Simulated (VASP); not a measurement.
The system is BaZnH4.

```
Ba Zn H
1.0
     4.21978    0.00000    0.00000
     0.00000    4.21978    0.00000
     0.00000    0.00000    6.63530
Ba Zn H
1 1 4
Direct
  0.50000 0.50000 0.50000
  0.00000 0.00000 0.00000
  0.00000 0.00000 0.67881
  0.50000 0.00000 0.00000
  0.00000 0.50000 0.00000
  0.00000 0.00000 0.32119
```

```yaml
Program: VASP 6.6.1
Task: relaxation of cell and atoms
Functional: PBE
Potentials_or_basis: VASP PAW PBE potentials, release 64 (Ba_sv, Zn, H)
Cutoff: 600 eV
k_mesh: 4 × 4 × 4
Occupations: gaussian, width 0.1 eV
Spin: no spin polarisation
```

At the start: pressure -8.8 GPa; volume 19.69 Å³/atom.

Problem. Where does the relaxation end?

Solution. Over 16 steps the energy falls by 320.7 meV/atom and the volume is 12.13 Å³/atom (-38.4 %); space group P4/mmm (No. 123, to 0.1 Å) before and after.

The path:
```
step  energy change (eV)  largest force (eV/Å)  pressure (GPa)  volume (Å³)
   1              0.0000                0.3545           -8.80       118.15
   2             -0.9338                0.2565           -7.75       100.60
   3             -1.6188                0.0575           -3.86        82.89
   4             -0.1887                0.8997           29.65        53.96
   5             -1.7068                0.0106           -1.58        77.67
   6             -1.7190                0.0634           -0.08        74.96
   7             -1.7511                0.0661           -0.01        74.42
   8             -1.8442                0.1488            0.59        72.63
   9             -1.7641                1.0484            4.99        68.41
  10             -1.8850                0.3285            1.38        71.41
  11             -1.8883                0.4617            2.01        70.70
  12             -1.9098                0.3290            1.27        71.46
  13             -1.9160                0.1707            0.50        72.35
  14             -1.9165                0.2011            0.63        72.18
  15             -1.9229                0.0835            0.20        72.53
  16             -1.9242                0.0053           -0.10        72.79
```

Final structure:
```
CELL_PARAMETERS angstrom
3.80056 0.00000 0.00000
0.00000 3.80056 0.00000
0.00000 0.00000 5.03913
ATOMIC_POSITIONS crystal
Ba 0.50000 0.50000 0.50000
Zn 0.00000 0.00000 0.00000
H 0.00000 0.00000 0.67096
H 0.50000 0.00000 0.00000
H 0.00000 0.50000 0.00000
H 0.00000 0.00000 0.32904
```

Caveat: the k points lie up to 0.41 Å⁻¹ apart in the final cell; the volume moved by over 15 % at a fixed basis, so the end points are rough.
